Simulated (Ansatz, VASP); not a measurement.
## One calculation of CoO, two programs

File INCAR:

```
PREC     = Accurate       # precision mode
ENCUT    = 520            # plane-wave cutoff, eV
EDIFF    = 1E-7           # SCF threshold, eV
ISMEAR   = 0              # smearing method
SIGMA    = 0.05           # smearing width, eV
LREAL    = False          # projectors in reciprocal space
LASPH    = True           # aspherical terms in the spheres
NELM     = 150            # most SCF steps
ALGO     = Normal         # electronic algorithm
ISIF     = 2              # what is computed and relaxed
LWAVE    = False          # write WAVECAR
LCHARG   = False          # write CHGCAR
ISPIN    = 2              # spin polarisation
MAGMOM   = 2.64 0         # initial moments
LORBIT   = 11             # projections on sites
LMAXMIX  = 4              # l up to which the mixer works
GGA      = PE             # functional
NBANDS   = 18             # bands
```

KPOINTS

```
Automatic mesh
0
Gamma
  12 12 12
```

POSCAR

```
CoO
1.0
    0.0000000000      2.2719883664      2.2719883664
    2.2719883664      0.0000000000      2.2719883664
    2.2719883664      2.2719883664      0.0000000000
Co O
1 1
Direct
    0.0000000000      0.0000000000      0.0000000000
    0.2500000000      0.2500000000      0.2500000000
```

Input for Ansatz:

```yaml
crystal:
  lattice:
    - [0.0, 2.2719883664, 2.2719883664]
    - [2.2719883664, 0.0, 2.2719883664]
    - [2.2719883664, 2.2719883664, 0.0]
  atoms:
    - { symbol: Co, position: [0.0, 0.0, 0.0], spin: 2.64 }
    - { symbol: O, position: [0.25, 0.25, 0.25] }
basis:
  ecutwfc: 420
  ecutrho_ratio: 4
kpoints:
  mp_grid: { grid: [12, 12, 12] }
hamiltonian:
  xc: pbe
scf:
  occupations: { method: gaussian, width: 0.05 }
output:
  forces: true
  stress: true
  eigenvalues: true
  populations: true
magnetization:
  spin_polarized: true
```

Alike in both runs: task single point; functional PBE; k mesh 12 × 12 × 12; occupations gaussian, width 0.05 eV; collinear spin.

```csv
,VASP,Ansatz
version,VASP 6.6.1,Ansatz 0.2.0
potentials or method,"VASP PAW PBE potentials, release 64 (Co, O), cutoff 520 eV","scalar-relativistic, plane waves, PAW"
valence electrons in the cell,15,23
```

```tsv
	VASP	Ansatz	Ansatz less VASP
gap on the k mesh at the Fermi level (eV)	none	none	-
pressure (GPa)	-3.3	-3.2	+0.11
net moment per atom (μB)	1.42	1.43	+0.009
size of the moment on the site where the two differ most (μB)	2.44	2.30	-0.140
```

Site moments also hang on the region over which each program counts them. A gap of «none» marks a metal or a gap that the smearing closes. VASP's potentials hold 15 valence electrons a cell and Ansatz's 23, so a difference there can come from the potentials and not from the codes.
